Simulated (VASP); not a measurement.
# La2O3 (P-3m1) in VASP: relaxation of cell and atoms with r2SCAN

Aim: the relaxation of cell and atoms of La2O3 with r2SCAN.

Everything below comes from runs of VASP 6.6.1. Logs are shortened: lines on timing, memory, paths and dates and some standing lists are left out, and cuts for length are marked.

## Step 1: The cell of the first run

Symmetry: P-3m1, No. 164, trigonal system. The conventional cell has a = 3.940 Å, b = 3.940 Å, c = 6.189 Å, α = 90.00°, β = 90.00°, γ = 120.00°. Within 3.1 Å of La (site symmetry 3m) lie 7 O at 2.37 to 2.74 Å. O (site symmetry -3m) has 6 La at 2.74 Å and 6 O at 3.16 Å within 3.6 Å. Within 3.2 Å of O (site symmetry 3m) lie 4 La at 2.37 to 2.46 Å and 6 O at 2.90 to 3.16 Å.

## Step 2: Relaxation of cell and atoms, r2SCAN

POSCAR reads:

```
La2O3
1.0
    3.9403183646      0.0000000000      0.0000000000
   -1.9701591823      3.4124158028      0.0000000000
    0.0000000000      0.0000000000      6.1888354092
La O
2 3
Direct
    0.3333333333      0.6666666667      0.2473923168
    0.6666666667      0.3333333333      0.7526076832
    0.0000000000      0.0000000000      0.0000000000
    0.3333333333      0.6666666667      0.6452844901
    0.6666666667      0.3333333333      0.3547155099
```

INCAR.step1 reads:

```
PREC = Accurate ; ENCUT = 600
ISMEAR = -1 ; SIGMA = 0.02
LREAL = False ; LASPH = True
NELM = 80 ; GGA = PE
ALGO = Normal ; EDIFF = 1E-4
LWAVE = True ; LCHARG = False
```

INCAR.step2 reads:

```
PREC = Accurate ; ENCUT = 600
EDIFF = 1E-7 ; ISMEAR = -1
SIGMA = 0.02 ; LREAL = False
LASPH = True ; NELM = 80
ALGO = Normal ; ISIF = 3
LWAVE = False ; LCHARG = False
METAGGA = R2SCAN ; LMIXTAU = True
IBRION = 2 ; NSW = 80
EDIFFG = -0.005 ; ISTART = 1
```

KPOINTS reads:

```
Automatic mesh
0
Gamma
  6 6 4
```

Potentials or basis: VASP PAW PBE potentials, release 64 (La, O).

Launch:

```console
$ cat potpaw_PBE.64/La/POTCAR potpaw_PBE.64/O/POTCAR > POTCAR
$ cp INCAR.step1 INCAR
$ mpirun -np 1 vasp_std > vasp.out
$ cp INCAR.step2 INCAR
$ mpirun -np 1 vasp_std > vasp.out
```

OUTCAR:

```text
PREC = Accurate
   ENCUT = 600
   EDIFF = 1E-7
   ISMEAR = -1
   LREAL = False
   LASPH = True
   NELM = 80
   ISIF = 3
   METAGGA = R2SCAN
   IBRION = 2
   NSW = 80
   EDIFFG = -0.005
   ISTART = 1

 ion  position               nearest neighbor table
   1  0.333  0.667  0.247-   5 2.37   5 2.37   5 2.37   4 2.46   3 2.74   3 2.74   3 2.74
   2  0.667  0.333  0.753-   4 2.37   4 2.37   4 2.37   5 2.46   3 2.74   3 2.74   3 2.74
   3  0.000  0.000  0.000-   1 2.74   2 2.74   2 2.74   1 2.74   2 2.74   1 2.74
   4  0.333  0.667  0.645-   2 2.37   2 2.37   2 2.37   1 2.46
   5  0.667  0.333  0.355-   1 2.37   1 2.37   1 2.37   2 2.46

  LATTYP: Found a hexagonal cell.
 ALAT       =     3.9403183646
 C/A-ratio  =     1.5706434954

  Lattice vectors:

 A1 = (   3.9403183646,   0.0000000000,   0.0000000000)
 A2 = (  -1.9701591823,   3.4124158028,   0.0000000000)
 A3 = (   0.0000000000,   0.0000000000,   6.1888354092)

Analysis of symmetry for initial positions (statically):
=====================================================================
 Subroutine PRICEL returns:
 Original cell was already a primitive cell.

 Routine SETGRP: Setting up the symmetry group for a
 hexagonal supercell.

 Subroutine GETGRP returns: Found 12 space group operations
 (whereof 12 operations were pure point group operations)
 out of a pool of 24 trial point group operations.

The static configuration has the point symmetry D_3d.

Analysis of symmetry for dynamics (positions and initial velocities):
=====================================================================
 Subroutine PRICEL returns:
 Original cell was already a primitive cell.

 Routine SETGRP: Setting up the symmetry group for a
 hexagonal supercell.

 Subroutine GETGRP returns: Found 12 space group operations
 (whereof 12 operations were pure point group operations)
 out of a pool of 24 trial point group operations.

The dynamic configuration has the point symmetry D_3d.

 Subroutine INISYM returns: Found 12 space group operations
 (whereof 12 operations are pure point group operations),
 and found     1 'primitive' translations

----------------------------------------------------------------------------------------

                                     Primitive cell

  volume of cell :      83.2151

  direct lattice vectors                    reciprocal lattice vectors
     3.940318365  0.000000000  0.000000000     0.253786600  0.146523762  0.000000000
    -1.970159182  3.412415803  0.000000000     0.000000000  0.293047523  0.000000000
     0.000000000  0.000000000  6.188835409     0.000000000  0.000000000  0.161581289

  length of vectors
     3.940318365  3.940318365  6.188835409     0.293047523  0.293047523  0.161581289

  position of ions in fractional coordinates (direct lattice)
     0.333333333  0.666666667  0.247392317
     0.666666667  0.333333333  0.752607683
     0.000000000  0.000000000  0.000000000
     0.333333333  0.666666667  0.645284490
     0.666666667  0.333333333  0.354715510

  ion indices of the primitive-cell ions
   primitive index   ion index
                 1           1
                 2           2
                 3           3
                 4           4
                 5           5

----------------------------------------------------------------------------------------

 KPOINTS: Automatic mesh

Automatic generation of k-mesh.
 Grid dimensions read from file:
 generate k-points for:    6    6    4

 Generating k-lattice:

  Cartesian coordinates                     Fractional coordinates (reciprocal lattice)
     0.042297767  0.024420627  0.000000000     0.166666667  0.000000000  0.000000000
     0.000000000  0.048841254  0.000000000     0.000000000  0.166666667  0.000000000
     0.000000000  0.000000000  0.040395322     0.000000000  0.000000000  0.250000000

  Length of vectors
     0.048841254  0.048841254  0.040395322

  Shift w.r.t. Gamma in fractional coordinates (k-lattice)
     0.000000000  0.000000000  0.000000000

 Subroutine IBZKPT returns following result:
 ===========================================

 Found     24 irreducible k-points:

 Following reciprocal coordinates:
            Coordinates               Weight
  0.000000  0.000000  0.000000      1.000000
  0.166667  0.000000  0.000000      6.000000
  0.333333  0.000000  0.000000      6.000000
  0.500000  0.000000  0.000000      3.000000
  0.166667  0.166667  0.000000      6.000000
  0.333333  0.166667  0.000000     12.000000
[... 16 lines left out ...]
  0.333333  0.166667  0.500000     12.000000
  0.333333  0.333333  0.500000      2.000000
   k-points           NKPTS =     24   k-points in BZ     NKDIM =     24   number of bands    NBANDS=     24
   number of dos      NEDOS =    301   number of ions     NIONS =      5
   total plane-waves  NPLWV =  51200
   dimension x,y,z NGX =    32 NGY =   32 NGZ =   50
   dimension x,y,z NGXF=    64 NGYF=   64 NGZF=  100
   ions per type =               2   3
   NGX,Y,Z   is equivalent  to a cutoff of  13.50, 13.50, 13.43 a.u.
   NGXF,Y,Z  is equivalent  to a cutoff of  27.00, 27.00, 26.86 a.u.
 SYSTEM =  unknown system
   PREC   = accura    normal or accurate (medium, high low for compatibility)
   ISTART =      1    job   : 0-new  1-cont  2-samecut
   ICHARG =      0    charge: 1-file 2-atom 10-const
   ISPIN  =      1    spin polarized calculation?
   LNONCOLLINEAR =      F non collinear calculations
   LSORBIT =      F    spin-orbit coupling
   LASPH  =      T    aspherical Exc in radial PAW
   ENCUT  =  600.0 eV  44.10 Ry    6.64 a.u.   7.87  7.87 12.36*2*pi/ulx,y,z
   NELM   =     80;   NELMIN=  2; NELMDL=  0     # of ELM steps
   EDIFF  = 0.1E-06   stopping-criterion for ELM
   LREAL  =      F    real-space projection
   EDIFFG = -.5E-02   stopping-criterion for IOM
   NSW    =     80    number of steps for IOM
   IBRION =      2    ionic relax: 0-MD 1-quasi-New 2-CG
   NFREE  =      1    steps in history (QN), initial steepest desc. (CG)
   ISIF   =      3    stress and relaxation
   ISYM   =      2    0-nonsym 1-usesym 2-fastsym
   POTIM  = 0.5000    time-step for ionic-motion
   TEBEG  =    0.0;   TEEND  =   0.0 temperature during run
   PSTRESS=    0.0 pullay stress
   NELECT =      40.0000    total number of electrons
   NUPDOWN=      -1.0000    fix difference up-down
   EMIN   =  10.00;   EMAX   =-10.00  energy-range for DOS
   EFERMI =   0.00;   METHOD = LEGACY
   ISMEAR =    -1;   SIGMA  =   0.02  broadening in eV -4-tet -1-fermi 0-gaus
   EFERMI_NEDOS =   21; number of points for ismear=-14 and -15
   IALGO  =     38    algorithm
   IMIX   =      4    mixing-type and parameters
     AMIX     =   0.40;   BMIX     =  1.00
     AMIX_MAG =   1.60;   BMIX_MAG =  1.00
  volume/ion in A,a.u.               =      16.64       112.31
  Fermi-wavevector in a.u.,A,eV,Ry     =   1.282412  2.423406 22.375862  1.644579
  Thomas-Fermi vector in A             =   2.414725
   LORBIT       =      0    0 simple, 1 ext, 2 COOP (PROOUT), +10 PAW based schemes
   METAGGA = R2SCAN    functional components
   LHFCALC =     F    Hartree Fock is set to
   AEXX    =    0.0000 exact exchange contribution
   IVDW    =     0    specifies the selected vdW correction
   LEPSILON=     F    determine dielectric tensor
   LRPA    =     F    only Hartree local field effects (RPA)
 conjugate gradient relaxation of ions
 non-spin polarized calculation
  energy-cutoff  :      600.00
  volume of cell :       83.22
 maximum number of plane-waves:      2804
   NGX = 15   NGY = 15   NGZ = 25

--------------------------------------- Ionic step        1  -------------------------------------------

 number of electron      40.0000000 magnetization

 Free energy of the ion-electron system (eV)
  ---------------------------------------------------
  ext. energy  EPLUGINS =         0.00000000
  ---------------------------------------------------
  free energy    TOTEN  =       -96.06107700 eV

  energy without entropy =      -96.06107700  energy(sigma->0) =      -96.06107700

------------------------ aborting loop because EDIFF is reached ----------------------------------------

  FORCE on cell =-STRESS in cart. coord.  units (eV):
  Direction    XX          YY          ZZ          XY          YZ          ZX
  --------------------------------------------------------------------------------------
  -------------------------------------------------------------------------------------
  Total       -0.9499064     -0.9499064     -1.0319655      0.0000000      0.0000000     -0.0000000
  in kB      -18.2889679    -18.2889679    -19.8688894      0.0000000      0.0000000     -0.0000000
  external PRESSURE =     -18.8156084 kB  Pullay stress =       0.0000000 kB
[... 98 lines left out ...]
  FREE ENERGIE OF THE ION-ELECTRON SYSTEM (eV)
  ---------------------------------------------------
  free  energy   TOTEN  =       -96.0680170302 eV

  energy  without entropy=      -96.0680170302  energy(sigma->0) =      -96.06801703

[... ionic steps 4 to 10 ...]

--------------------------------------- Ionic step       11  -------------------------------------------

 number of electron      40.0000000 magnetization

------------------------ aborting loop because EDIFF is reached ----------------------------------------

  FORCE on cell =-STRESS in cart. coord.  units (eV):
  Direction    XX          YY          ZZ          XY          YZ          ZX
  --------------------------------------------------------------------------------------
  -------------------------------------------------------------------------------------
  Total       -0.0054807     -0.0054807      0.0282863      0.0000000      0.0000000      0.0000000
  in kB       -0.1073343     -0.1073343      0.5539562      0.0000000      0.0000000      0.0000000
  external PRESSURE =       0.1130959 kB  Pullay stress =       0.0000000 kB
[... 63 lines left out ...]
  energy  without entropy=      -96.0697323361  energy(sigma->0) =      -96.06973234

--------------------------------------- Ionic step       13  -------------------------------------------

 number of electron      39.9999999 magnetization

 Free energy of the ion-electron system (eV)
  ---------------------------------------------------
  ext. energy  EPLUGINS =         0.00000000
  ---------------------------------------------------
  free energy    TOTEN  =       -96.06973881 eV

  energy without entropy =      -96.06973881  energy(sigma->0) =      -96.06973881

 E-fermi :   6.1761     XC(G=0): -11.1018

 val. band max:        5.7202215218   @ k =   0.5000   0.0000   0.5000
 cond. band min:       9.9657083641   @ k =   0.3333   0.3333   0.0000
 fundamental gap:      4.2454868424
 Fermi energy:         6.1761297145

 k-point     1 :       0.0000    0.0000    0.0000
  band No.  band energies     occupation
      1     -25.0084      2.00000
      2     -24.7525      2.00000
      3     -12.1000      2.00000
      4     -10.9737      2.00000
      5     -10.4645      2.00000
      6      -8.0002      2.00000
[... 669 lines left out ...]
  FREE ENERGIE OF THE ION-ELECTRON SYSTEM (eV)
  ---------------------------------------------------
  free  energy   TOTEN  =       -96.0697388107 eV

  energy  without entropy=      -96.0697388107  energy(sigma->0) =      -96.06973881

 reached required accuracy - stopping structural energy minimisation
```

Wall time 23 min (1 thread of Intel Xeon 6975P-C (Granite Rapids), shared host); peak memory 0.29 GiB.

Results:

```
Free energy                           : -96.0697 eV
Relaxed volume                        : 16.36 Å³/atom
Relaxed cell                          : a = 3.930 Å, b = 3.930 Å, c = 6.115 Å, α = 90.00°, β = 90.00°, γ = 120.00°
Space group after relaxing (to 0.1 Å) : P-3m1 (No. 164)
Energy gained by relaxing             : 1.7 meV/atom
Ionic steps                           : 13
Pressure after relaxing               : 0.0 GPa
Largest force after relaxing          : 0.003 eV/Å
Band gap on the k mesh                : 4.25 eV (least direct gap 4.36 eV)
```

Forces in eV/Å, atoms in the order of the input:
```
La   0.000  0.000  0.003
La   0.000  0.000 -0.003
O    0.000  0.000  0.000
O    0.000  0.000  0.003
O    0.000  0.000 -0.003
```

Step by step:
| step | energy change (eV) | largest force (eV/Å) | pressure (GPa) | volume (Å³) |
| --- | --- | --- | --- | --- |
| 1 | 0.0000 | 0.0051 | -1.88 | 83.22 |
| 2 | 0.0004 | 0.2338 | 2.05 | 80.88 |
| 3 | -0.0069 | 0.0971 | -0.10 | 82.05 |
| 4 | -0.0069 | 0.1161 | 0.11 | 81.99 |
| 5 | -0.0069 | 0.1137 | 0.06 | 82.02 |
| 6 | -0.0080 | 0.0212 | 0.07 | 81.88 |
| 7 | -0.0082 | 0.0393 | 0.08 | 81.81 |
| 8 | -0.0085 | 0.0309 | -0.07 | 81.88 |
| 9 | -0.0085 | 0.0251 | -0.17 | 81.92 |
| 10 | -0.0086 | 0.0372 | 0.14 | 81.73 |
| 11 | -0.0086 | 0.0181 | 0.01 | 81.81 |
| 12 | -0.0087 | 0.0064 | 0.02 | 81.80 |
| 13 | -0.0087 | 0.0034 | 0.02 | 81.79 |

Final structure:
```
CELL_PARAMETERS angstrom
3.92987 0.00000 0.00000
-1.96493 3.40337 0.00000
0.00000 0.00000 6.11513
ATOMIC_POSITIONS crystal
La 0.33333 0.66667 0.24604
La 0.66667 0.33333 0.75396
O 0.00000 0.00000 0.00000
O 0.33333 0.66667 0.64615
O 0.66667 0.33333 0.35385
```

Caveat: the PAW data sets were made with another functional, which shifts forces and pressure a little; spin-orbit coupling is left out, which moves the levels of the heavy elements. A k mesh can miss the band edges.
